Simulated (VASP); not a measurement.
Set up this calculation in VASP 6.6.1, as the native input.

```yaml
Task: single point
Functional: LDA
Potentials_or_basis: VASP PAW LDA potentials, release 64 (Sn_d, O)
Cutoff: 520 eV
k_mesh: 12 × 12 × 10
Occupations: gaussian, width 0.15 eV
Spin: no spin polarisation
Dipole_correction: no
Further_INCAR_settings: ALGO = Normal; EDIFF = 1e-06; NBANDS = 28
```

The structure of SnO lies in POSCAR:

```
SnO
1.0
    3.8344335618      0.0000000000      0.0000000000
    0.0000000000      3.8344335618      0.0000000000
    0.0000000000      0.0000000000      3.9521506722
Sn O
2 2
Direct
    0.0000000000      0.5000000000      0.2455950842
    0.5000000000      0.0000000000      0.7544049158
    0.0000000000      0.0000000000      0.0000000000
    0.5000000000      0.5000000000      0.0000000000
```

This cell differs from its parent crystal: volume 14.527 Å^3 an atom, c/a of the conventional cell 1.0307.

These files were run (other wordings do the same):

INCAR

```
SYSTEM = SnO
PREC = Accurate
ENCUT = 520
EDIFF = 1E-6
ISMEAR = 0
SIGMA = 0.15
LREAL = .False.
LASPH = .True.
NELM = 80
ALGO = Normal
ISIF = 2
LWAVE = .False.
LCHARG = .True.
LELF = .True.
LVHAR = .True.
NBANDS = 28
```

KPOINTS

```
regular mesh
0
Gamma
  12 12 10
  0 0 0
```

Potentials or basis: VASP PAW LDA potentials, release 64 (Sn_d, O).

The run is started by

```console
$ cat potpaw_LDA.64/Sn_d/POTCAR potpaw_LDA.64/O/POTCAR > POTCAR
$ mpirun -np 1 vasp_std > vasp.out
```

Results of the run:

```
Pressure               : 13.5 GPa
Largest force          : 2.055 eV/Å
Band gap on the k mesh : 0.33 eV, indirect (least direct gap 1.18 eV)
```

Caveat: spin-orbit coupling is left out, which moves the levels of the heavy elements; forces of over 1 eV/Å act on the atoms, so gaps and moduli don't describe the material at rest.

It took 2.3 min on 1 thread of AMD EPYC 9R14 (Zen 4), with other jobs on the host, peak memory 0.28 GiB.
